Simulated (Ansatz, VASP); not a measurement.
ScAl in VASP and in Ansatz

The input INCAR:

```
  ALGO = Fast
  EDIFF = 1E-7
  ENCUT = 520
  GGA = PS
  ISIF = 2
  ISMEAR = 0
  LASPH = T
  LCHARG = T
  LELF = T
  LREAL = F
  LVHAR = T
  LWAVE = F
  NBANDS = 14
  NELM = 80
  PREC = Accurate
  SIGMA = 0.1
```

KPOINTS

```
k-points
0
Gamma
  12 12 12
```

POSCAR

```
ScAl
1.0
    3.2409016470      0.0000000000      0.0000000000
    0.0000000000      3.2409016470      0.0000000000
    0.0000000000      0.0000000000      3.2409016470
Sc Al
1 1
Direct
    0.5000000000      0.5000000000      0.5000000000
    0.0000000000      0.0000000000      0.0000000000
```

Input for Ansatz:

```yaml
crystal:
  lattice:
    - [3.240901647, 0.0, 0.0]
    - [0.0, 3.240901647, 0.0]
    - [0.0, 0.0, 3.240901647]
  atoms:
    - { symbol: Sc, position: [0.5, 0.5, 0.5] }
    - { symbol: Al, position: [0.0, 0.0, 0.0] }
basis:
  ecutwfc: 420
kpoints:
  mp_grid: { grid: [12, 12, 12] }
hamiltonian:
  xc: pbesol
scf:
  occupations: { method: gaussian, width: 0.1 }
output:
  forces: true
  stress: true
  eigenvalues: true
```

Alike in both runs: task single point; functional PBEsol; k mesh 12 × 12 × 12; occupations gaussian, width 0.1 eV; no spin polarisation.

```csv
,VASP,Ansatz
version,VASP 6.6.1,Ansatz 0.2.0
potentials or method,"VASP PAW PBE potentials, release 64 (Sc_sv, Al), cutoff 520 eV","scalar-relativistic, plane waves, PAW"
valence electrons in the cell,14,14
```

|  | VASP | Ansatz | Ansatz less VASP |
| --- | --- | --- | --- |
| gap on the k mesh at the Fermi level (eV) | none | none | - |
| pressure (GPa) | 9.5 | 9.3 | -0.20 |

VASP's potentials were made for PBE, not for PBEsol. A gap of «none» marks a metal or a gap that the smearing closes.
